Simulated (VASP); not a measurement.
# CdSe (P6_3mc) in VASP: settings compared

Aim: see how the results for CdSe move with the level of theory and the settings. Levels: r2SCAN, PBE. Tasks: relaxation of cell and atoms, single point.

Everything below comes from runs of VASP 6.6.1. Logs are shortened: lines on timing, memory, paths and dates and some standing lists are left out, and cuts for length are marked.

## 1. The cell of the first run

It takes space group P6_3mc (No. 186, hexagonal). The conventional cell has a = 4.383 Å, b = 4.383 Å, c = 7.154 Å, α = 90.00°, β = 90.00°, γ = 120.00°. Cd (site symmetry 3m) has 4 Se at 2.68 to 2.69 Å within 3.5 Å. Within 3.5 Å of Se (site symmetry 3m) lie 4 Cd at 2.68 to 2.69 Å.

## 2. Relaxation of cell and atoms, r2SCAN

POSCAR

```
CdSe
1.0
    4.3833796022      0.0000000000      0.0000000000
   -2.1916898011      3.7961180899      0.0000000000
    0.0000000000      0.0000000000      7.1535454853
Cd Se
2 2
Direct
    0.3333333333      0.6666666667      0.0045810694
    0.6666666667      0.3333333333      0.5045810694
    0.3333333333      0.6666666667      0.3804189306
    0.6666666667      0.3333333333      0.8804189306
```

INCAR.step1

```
ALGO = Normal ; EDIFF = 1E-4
ENCUT = 600 ; GGA = PE
ISMEAR = -1 ; LASPH = True
LCHARG = False ; LREAL = False
LWAVE = True ; NELM = 100
PREC = Accurate ; SIGMA = 0.02
```

INCAR.step2

```
ALGO = Normal ; EDIFF = 1E-6
EDIFFG = -0.005 ; ENCUT = 600
IBRION = 2 ; ISIF = 3
ISMEAR = -1 ; ISTART = 1
LASPH = True ; LCHARG = False
LMIXTAU = True ; LREAL = False
LWAVE = False ; METAGGA = R2SCAN
NELM = 100 ; NSW = 80
PREC = Accurate ; SIGMA = 0.02
```

KPOINTS

```
k-points
0
Gamma
  6 6 4
```

Potentials or basis: VASP PAW PBE potentials, release 64 (Cd, Se).

Run with:

```
> cat potpaw_PBE.64/Cd/POTCAR potpaw_PBE.64/Se/POTCAR > POTCAR
> cp INCAR.step1 INCAR
> mpirun -np 1 vasp_std > vasp.out
> cp INCAR.step2 INCAR
> mpirun -np 1 vasp_std > vasp.out
```

OUTCAR:

```text
EDIFF = 1E-6
   EDIFFG = -0.005
   ENCUT = 600
   IBRION = 2
   ISIF = 3
   ISMEAR = -1
   ISTART = 1
   LASPH = True
   LREAL = False
   METAGGA = R2SCAN
   NELM = 100
   NSW = 80
   PREC = Accurate

 ion  position               nearest neighbor table
   1  0.333  0.667  0.005-   4 2.68   4 2.68   4 2.68   3 2.69
   2  0.667  0.333  0.505-   3 2.68   3 2.68   3 2.68   4 2.69
   3  0.333  0.667  0.380-   2 2.68   2 2.68   2 2.68   1 2.69
   4  0.667  0.333  0.880-   1 2.68   1 2.68   1 2.68   2 2.69

  LATTYP: Found a hexagonal cell.
 ALAT       =     4.3833796022
 C/A-ratio  =     1.6319703367

  Lattice vectors:

 A1 = (   4.3833796022,   0.0000000000,   0.0000000000)
 A2 = (  -2.1916898011,   3.7961180899,   0.0000000000)
 A3 = (   0.0000000000,   0.0000000000,   7.1535454853)

Analysis of symmetry for initial positions (statically):
=====================================================================
 Subroutine PRICEL returns:
 Original cell was already a primitive cell.

 Routine SETGRP: Setting up the symmetry group for a
 hexagonal supercell.

 Subroutine GETGRP returns: Found 12 space group operations
 (whereof  6 operations were pure point group operations)
 out of a pool of 24 trial point group operations.

The static configuration has the point symmetry C_3v.
 The point group associated with its full space group is C_6v.

Analysis of symmetry for dynamics (positions and initial velocities):
=====================================================================
 Subroutine PRICEL returns:
 Original cell was already a primitive cell.

 Routine SETGRP: Setting up the symmetry group for a
 hexagonal supercell.

 Subroutine GETGRP returns: Found 12 space group operations
 (whereof  6 operations were pure point group operations)
 out of a pool of 24 trial point group operations.

The dynamic configuration has the point symmetry C_3v.
 The point group associated with its full space group is C_6v.

 Subroutine INISYM returns: Found 12 space group operations
 (whereof  6 operations are pure point group operations),
 and found     1 'primitive' translations

----------------------------------------------------------------------------------------

                                     Primitive cell

  volume of cell :     119.0338

  direct lattice vectors                    reciprocal lattice vectors
     4.383379602  0.000000000  0.000000000     0.228134474  0.131713500  0.000000000
    -2.191689801  3.796118090  0.000000000     0.000000000  0.263427000  0.000000000
     0.000000000  0.000000000  7.153545485     0.000000000  0.000000000  0.139790821

  length of vectors
     4.383379602  4.383379602  7.153545485     0.263427000  0.263427000  0.139790821

  position of ions in fractional coordinates (direct lattice)
     0.333333333  0.666666667  0.004581069
     0.666666667  0.333333333  0.504581069
     0.333333333  0.666666667  0.380418931
     0.666666667  0.333333333  0.880418931

  ion indices of the primitive-cell ions
   primitive index   ion index
                 1           1
                 2           2
                 3           3
                 4           4

----------------------------------------------------------------------------------------

 KPOINTS: k-points

Automatic generation of k-mesh.
 Grid dimensions read from file:
 generate k-points for:    6    6    4

 Generating k-lattice:

  Cartesian coordinates                     Fractional coordinates (reciprocal lattice)
     0.038022412  0.021952250  0.000000000     0.166666667  0.000000000  0.000000000
     0.000000000  0.043904500  0.000000000     0.000000000  0.166666667  0.000000000
     0.000000000  0.000000000  0.034947705     0.000000000  0.000000000  0.250000000

  Length of vectors
     0.043904500  0.043904500  0.034947705

  Shift w.r.t. Gamma in fractional coordinates (k-lattice)
     0.000000000  0.000000000  0.000000000

 Subroutine IBZKPT returns following result:
 ===========================================

 Found     21 irreducible k-points:

 Following reciprocal coordinates:
            Coordinates               Weight
  0.000000  0.000000  0.000000      1.000000
  0.166667  0.000000  0.000000      6.000000
  0.333333  0.000000  0.000000      6.000000
  0.500000  0.000000  0.000000      3.000000
  0.166667  0.166667  0.000000      6.000000
  0.333333  0.166667  0.000000     12.000000
[... 13 lines left out ...]
  0.333333  0.166667  0.500000     12.000000
  0.333333  0.333333  0.500000      2.000000
   k-points           NKPTS =     21   k-points in BZ     NKDIM =     21   number of bands    NBANDS=     22
   number of dos      NEDOS =    301   number of ions     NIONS =      4
   total plane-waves  NPLWV =  77760
   dimension x,y,z NGX =    36 NGY =   36 NGZ =   60
   dimension x,y,z NGXF=    72 NGYF=   72 NGZF=  120
   ions per type =               2   2
   NGX,Y,Z   is equivalent  to a cutoff of  13.65, 13.65, 13.94 a.u.
   NGXF,Y,Z  is equivalent  to a cutoff of  27.31, 27.31, 27.89 a.u.
 SYSTEM =  unknown system
   PREC   = accura    normal or accurate (medium, high low for compatibility)
   ISTART =      1    job   : 0-new  1-cont  2-samecut
   ICHARG =      0    charge: 1-file 2-atom 10-const
   ISPIN  =      1    spin polarized calculation?
   LNONCOLLINEAR =      F non collinear calculations
   LSORBIT =      F    spin-orbit coupling
   LASPH  =      T    aspherical Exc in radial PAW
   ENCUT  =  600.0 eV  44.10 Ry    6.64 a.u.   8.75  8.75 14.29*2*pi/ulx,y,z
   NELM   =    100;   NELMIN=  2; NELMDL=  0     # of ELM steps
   EDIFF  = 0.1E-05   stopping-criterion for ELM
   LREAL  =      F    real-space projection
   EDIFFG = -.5E-02   stopping-criterion for IOM
   NSW    =     80    number of steps for IOM
   IBRION =      2    ionic relax: 0-MD 1-quasi-New 2-CG
   NFREE  =      1    steps in history (QN), initial steepest desc. (CG)
   ISIF   =      3    stress and relaxation
   ISYM   =      2    0-nonsym 1-usesym 2-fastsym
   POTIM  = 0.5000    time-step for ionic-motion
   TEBEG  =    0.0;   TEEND  =   0.0 temperature during run
   PSTRESS=    0.0 pullay stress
   NELECT =      36.0000    total number of electrons
   NUPDOWN=      -1.0000    fix difference up-down
   EMIN   =  10.00;   EMAX   =-10.00  energy-range for DOS
   EFERMI =   0.00;   METHOD = LEGACY
   ISMEAR =    -1;   SIGMA  =   0.02  broadening in eV -4-tet -1-fermi 0-gaus
   EFERMI_NEDOS =   21; number of points for ismear=-14 and -15
   IALGO  =     38    algorithm
   IMIX   =      4    mixing-type and parameters
     AMIX     =   0.40;   BMIX     =  1.00
     AMIX_MAG =   1.60;   BMIX_MAG =  1.00
  volume/ion in A,a.u.               =      29.76       200.82
  Fermi-wavevector in a.u.,A,eV,Ry     =   1.098885  2.076592 16.429694  1.207548
  Thomas-Fermi vector in A             =   2.235270
   LORBIT       =      0    0 simple, 1 ext, 2 COOP (PROOUT), +10 PAW based schemes
   METAGGA = R2SCAN    functional components
   LHFCALC =     F    Hartree Fock is set to
   AEXX    =    0.0000 exact exchange contribution
   IVDW    =     0    specifies the selected vdW correction
   LEPSILON=     F    determine dielectric tensor
   LRPA    =     F    only Hartree local field effects (RPA)
 conjugate gradient relaxation of ions
 non-spin polarized calculation
  energy-cutoff  :      600.00
  volume of cell :      119.03
 maximum number of plane-waves:      4020
 NGX is ok and might be reduce to    36
   NGX = 17   NGY = 17   NGZ = 29

--------------------------------------- Ionic step        1  -------------------------------------------

 number of electron      36.0000009 magnetization

 Free energy of the ion-electron system (eV)
  ---------------------------------------------------
  ext. energy  EPLUGINS =         0.00000000
  ---------------------------------------------------
  free energy    TOTEN  =       -71.81928092 eV

  energy without entropy =      -71.81928092  energy(sigma->0) =      -71.81928092

------------------------ aborting loop because EDIFF is reached ----------------------------------------

  FORCE on cell =-STRESS in cart. coord.  units (eV):
  Direction    XX          YY          ZZ          XY          YZ          ZX
  --------------------------------------------------------------------------------------
  -------------------------------------------------------------------------------------
  Total       -0.9459325     -0.9459325     -0.9907221      0.0000000      0.0000000      0.0000000
  in kB      -12.7321160    -12.7321160    -13.3349783      0.0000000      0.0000000      0.0000000
  external PRESSURE =     -12.9330701 kB  Pullay stress =       0.0000000 kB

 VOLUME and BASIS-vectors are now :
 -----------------------------------------------------------------------------
  energy-cutoff  :      600.00
  volume of cell :      119.03
      direct lattice vectors                 reciprocal lattice vectors
     4.383379602  0.000000000  0.000000000     0.228134474  0.131713500  0.000000000
    -2.191689801  3.796118090  0.000000000     0.000000000  0.263427000  0.000000000
     0.000000000  0.000000000  7.153545485     0.000000000  0.000000000  0.139790821
[... 39 lines left out ...]
 POSITION                                       TOTAL-FORCE (eV/Angst)
 -----------------------------------------------------------------------------------
     -0.00000      2.50187      0.03243        -0.000000      0.000000      0.000842
      2.16669      1.25094      3.56646        -0.000000      0.000000      0.000842
     -0.00000      2.50187      2.68878         0.000000     -0.000000     -0.000842
      2.16669      1.25094      6.22281         0.000000      0.000000     -0.000842
 -----------------------------------------------------------------------------------
    total drift:                               -0.000000      0.000000      0.002585

  FREE ENERGIE OF THE ION-ELECTRON SYSTEM (eV)
  ---------------------------------------------------
  free  energy   TOTEN  =       -71.8310409002 eV

  energy  without entropy=      -71.8310409002  energy(sigma->0) =      -71.83104090

--------------------------------------- Ionic step        3  -------------------------------------------

 number of electron      35.9999998 magnetization

 Free energy of the ion-electron system (eV)
  ---------------------------------------------------
  ext. energy  EPLUGINS =         0.00000000
  ---------------------------------------------------
  free energy    TOTEN  =       -71.83230933 eV

  energy without entropy =      -71.83230933  energy(sigma->0) =      -71.83230933

 E-fermi :   0.8779     XC(G=0):  -9.2792

 val. band max:        0.4166983101   @ k =   0.0000   0.0000   0.0000
 cond. band min:       1.5005145694   @ k =   0.0000   0.0000   0.0000
 fundamental gap:      1.0838162593
 Fermi energy:         0.8779432267

 k-point     1 :       0.0000    0.0000    0.0000
  band No.  band energies     occupation
      1     -12.4415      2.00000
      2     -12.0825      2.00000
      3      -7.6507      2.00000
      4      -7.6445      2.00000
      5      -7.6445      2.00000
      6      -7.5767      2.00000
[... 14 lines left out ...]
     21       6.7941      0.00000
     22       6.7941      0.00000
[... 520 lines left out ...]
 POSITION                                       TOTAL-FORCE (eV/Angst)
 -----------------------------------------------------------------------------------
     -0.00000      2.50861      0.03251        -0.000000     -0.000000      0.000803
      2.17252      1.25431      3.57652        -0.000000      0.000000      0.000803
     -0.00000      2.50861      2.69638         0.000000     -0.000000     -0.000803
      2.17252      1.25431      6.24040         0.000000     -0.000000     -0.000803
 -----------------------------------------------------------------------------------
    total drift:                               -0.000000      0.000000      0.002449

  FREE ENERGIE OF THE ION-ELECTRON SYSTEM (eV)
  ---------------------------------------------------
  free  energy   TOTEN  =       -71.8323093313 eV

  energy  without entropy=      -71.8323093313  energy(sigma->0) =      -71.83230933

 reached required accuracy - stopping structural energy minimisation
```

Run time: 6.1 min. Hardware: 1 thread of Intel Xeon Platinum 8488C (Sapphire Rapids), shared host; peak memory 0.33 GiB.

What came out:

| Property | Result |
| --- | --- |
| Free energy | -71.8323 eV |
| Relaxed volume | 28.97 Å³/atom |
| Relaxed cell | a = 4.345 Å, b = 4.345 Å, c = 7.088 Å, α = 90.00°, β = 90.00°, γ = 120.00° |
| Space group after relaxing (to 0.1 Å) | P6_3mc (No. 186) |
| Energy gained by relaxing | 3.3 meV/atom |
| Ionic steps | 3 |
| Pressure after relaxing | 0.0 GPa |
| Band gap on the k mesh | 1.08 eV |

The path:
```csv
step,energy change (eV),largest force (eV/Å),pressure (GPa),volume (Å³)
1,0.0000,0.0010,-1.29,119.03
2,-0.0118,0.0008,0.43,114.94
3,-0.0130,0.0008,0.00,115.89
```

Final structure:
```
Cd Se
1.0
     4.34505    0.00000    0.00000
    -2.17252    3.76292    0.00000
     0.00000    0.00000    7.08803
Cd Se
2 2
Cartesian
  0.0000 2.5086 0.0325
  2.1725 1.2543 3.5765
  0.0000 2.5086 2.6964
  2.1725 1.2543 6.2404
```

Levels at points of the mesh, in eV from the valence-band top:
| k point | band 16 | band 17 | band 18 | band 19 | band 20 | band 21 |
| --- | --- | --- | --- | --- | --- | --- |
| (0.00, 0.00, 0.00) | -0.04 | 0.00 | 0.00 | 1.08 | 2.63 | 6.38 |
| (0.50, 0.00, 0.00) | -1.79 | -1.27 | -0.73 | 3.62 | 3.71 | 5.09 |
| (0.00, 0.00, 0.50) | -0.38 | -0.38 | -0.38 | 2.77 | 2.77 | 6.26 |
| (0.50, 0.00, 0.50) | -1.31 | -1.30 | -1.30 | 3.32 | 3.32 | 5.27 |

Caveat: the PAW data sets were made with another functional, which shifts forces and pressure a little.

## 3. Single point, PBE, non-collinear spin, zero start, spin-orbit coupling

This run uses another cell than the first one, of 28.87 Å³/atom.

INCAR

```
SYSTEM = CdSe
PREC = Accurate
ENCUT = 520
EDIFF = 1E-6
ISMEAR = -1
SIGMA = 0.02
LREAL = .FALSE.
LASPH = .TRUE.
NELM = 150
ALGO = Normal
ISIF = 2
LWAVE = .FALSE.
LCHARG = .TRUE.
LNONCOLLINEAR = .TRUE.
MAGMOM = 0 0 0 0 0 0 0 0 0 0 0 0
LORBIT = 11
LSORBIT = .TRUE.
GGA_COMPAT = .FALSE.
LORBMOM = .TRUE.
GGA = PE
LVHAR = .TRUE.
NBANDS = 50
```

KPOINTS

```
Automatic mesh
0
G
  12 12 4
  0 0 0
```

POSCAR

```
CdSe
1.0
    4.3407185131      0.0000000000      0.0000000000
   -2.1703592566      3.7591725031      0.0000000000
    0.0000000000      0.0000000000      7.0766649690
Cd Se
2 2
Direct
    0.3333333333      0.6666666667      0.0045236775
    0.6666666667      0.3333333333      0.5045236775
    0.3333333333      0.6666666667      0.3804763225
    0.6666666667      0.3333333333      0.8804763225
```

Potentials or basis: VASP PAW PBE potentials, release 64 (Cd, Se).

Run with:

```
> cat potpaw_PBE.64/Cd/POTCAR potpaw_PBE.64/Se/POTCAR > POTCAR
> mpirun -np 1 vasp_ncl > vasp.out
```

Wall time 7.7 min (1 thread of Oxide Virtual Turin-like, shared host); peak memory 0.8 GiB.

Results (log left out):

| Quantity | Value |
| --- | --- |
| Free energy | -11.0706 eV |
| Pressure | 1.7 GPa |
| Net moment | 0.00 μB per cell |
| Valence electrons inside the program's atomic spheres | Cd 10.29; Se 3.85 |

Moments on the atoms (μB; x, y, z):
```
Cd  0.00 0.00 0.00
Cd  0.00 0.00 0.00
Se  0.00 0.00 0.00
Se  0.00 0.00 0.00
```
